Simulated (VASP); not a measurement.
A run of VASP 6.6.1:

POSCAR

```
AgCl
1.0
    0.0000000000      2.7165723336      2.7165723336
    2.7165723336      0.0000000000      2.7165723336
    2.7165723336      2.7165723336      0.0000000000
Ag Cl
1 1
Direct
    0.0000000000      0.0000000000      0.0000000000
    0.5000000000      0.5000000000      0.5000000000
```

The input INCAR.step1:

```
PREC     = Accurate       # precision mode
ENCUT    = 550            # plane-wave cutoff, eV
ISMEAR   = 0              # smearing method
SIGMA    = 0.01           # smearing width, eV
LREAL    = F              # projectors in reciprocal space
LASPH    = T              # aspherical terms in the spheres
NELM     = 120            # most SCF steps
NBANDS   = 16             # bands
GGA      = PE             # functional
ALGO     = Normal         # electronic algorithm
EDIFF    = 1E-5           # SCF threshold, eV
LWAVE    = T              # write WAVECAR
LCHARG   = F              # write CHGCAR
GGA_COMPAT= F
```

Contents of INCAR.step2:

```
PREC     = Accurate       # precision mode
ENCUT    = 550            # plane-wave cutoff, eV
EDIFF    = 1E-6           # SCF threshold, eV
ISMEAR   = 0              # smearing method
SIGMA    = 0.01           # smearing width, eV
LREAL    = F              # projectors in reciprocal space
LASPH    = T              # aspherical terms in the spheres
NELM     = 120            # most SCF steps
ALGO     = Normal         # electronic algorithm
ISIF     = 2              # what is computed and relaxed
LWAVE    = F              # write WAVECAR
LCHARG   = F              # write CHGCAR
METAGGA  = R2SCAN         # meta-GGA
LMIXTAU  = T            
NBANDS   = 16             # bands
ISTART   = 1            
GGA_COMPAT= F
```

The input KPOINTS:

```
Automatic mesh
0
Gamma
  6 6 6
```

Potentials or basis: VASP PAW PBE potentials, release 64 (Ag, Cl).

Run with:

```sh
$ cat potpaw_PBE.64/Ag/POTCAR potpaw_PBE.64/Cl/POTCAR > POTCAR
$ cp INCAR.step1 INCAR
$ mpirun -np 1 vasp_std > vasp.out
$ cp INCAR.step2 INCAR
$ mpirun -np 1 vasp_std > vasp.out
```

Hardware: 1 thread of Intel(R) Xeon(R) Platinum 8488C (Sapphire Rapids), on a shared host.

Task: Estimate the wall time of this run.

Result: It took 38 s on 1 thread of Intel(R) Xeon(R) Platinum 8488C (Sapphire Rapids) (shared host), peak memory 0.17 GiB. Counts: k points 16.
